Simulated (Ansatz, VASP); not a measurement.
**Two plane-wave programs on As**

```
CELL_PARAMETERS angstrom
1.87975 1.08527 3.48577
-1.87975 1.08527 3.48577
0.00000 -2.17055 3.48577
ATOMIC_POSITIONS crystal
As 0.22754 0.22754 0.22754
As 0.77246 0.77246 0.77246
```

Alike in both runs: task electric field gradients; functional PBE; k mesh 13 × 13 × 13; occupations fermi-dirac, width 0.05 eV; no spin polarisation.

|  | VASP | Ansatz |
| --- | --- | --- |
| version | VASP 6.6.1 | Ansatz 0.2.0 |
| potentials or method | VASP PAW PBE potentials, release 64 (As) | PAW with Ansatz's default frozen-core files, scalar-relativistic |
| plane-wave cutoff (eV) | 520 | 420 |
| valence electrons in the cell | 10 | 30 |

Ansatz gave:

```
pressure (GPa)                                                : 3.6
traceless stress, the component that is largest in VASP (GPa) : -0.66
rms of the force components (eV/Å)                            : 0.131
size of Vzz on the site where it differs most (V/Å²)          : 51.6
```

Q: Which values does VASP return?

A: Pressure (GPa): 3.9; traceless stress, the component that is largest in VASP (GPa): -0.75; rms of the force components (eV/Å): 0.164; size of Vzz on the site where it differs most (V/Å²): 48.4.

Atom by atom the forces differ by 0.033 eV/Å (rms over components). The functional is the same, so the differences come from potentials, cutoffs and numerics. VASP's potentials hold 10 valence electrons a cell and Ansatz's 30, so a difference there can come from the potentials and not from the codes.
